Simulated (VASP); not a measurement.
Runs of VASP 6.6.1 on Tl. The structure is that of space group P6/mmm (No. 191), or close to it. The cells are those of the table. This isn't the form of Tl at room conditions, which is hcp.

| cell | k mesh | gap on the mesh (eV) | pressure (GPa) |
| --- | --- | --- | --- |
| a = 5.756, b = 5.756, c = 3.543 Å, angles 90.0, 90.0, 120.0°, 3 atoms | 8 × 8 × 10 | none | (a) |
| a = 5.616, b = 5.616, c = 3.457 Å, angles 90.0, 90.0, 120.0°, 3 atoms | 8 × 8 × 10 | none | -0.9 |
| a = 5.543, b = 5.543, c = 3.412 Å, angles 90.0, 90.0, 120.0°, 3 atoms | 9 × 9 × 12 | none | 0.2 |
| a = 5.687, b = 5.687, c = 3.501 Å, angles 90.0, 90.0, 120.0°, 3 atoms | 8 × 8 × 10 | none | -1.8 |

Alike in all rows: task single point; level r2SCAN; potentials or basis VASP PAW PBE potentials, release 64 (Tl_d); no spin polarisation; cutoff (eV) 520; smearing fermi-dirac 0.1 eV.

Task: Estimate the missing entries.

Result: (a) -2.4.

Caveats: the PAW data sets were made with another functional, which shifts forces and pressure a little; spin-orbit coupling is left out, which moves the levels of the heavy elements.

A k mesh can miss the band edges, and the runs leave out spin-orbit coupling on Tl.

A gap of «none» marks levels without a gap at the run's occupations.
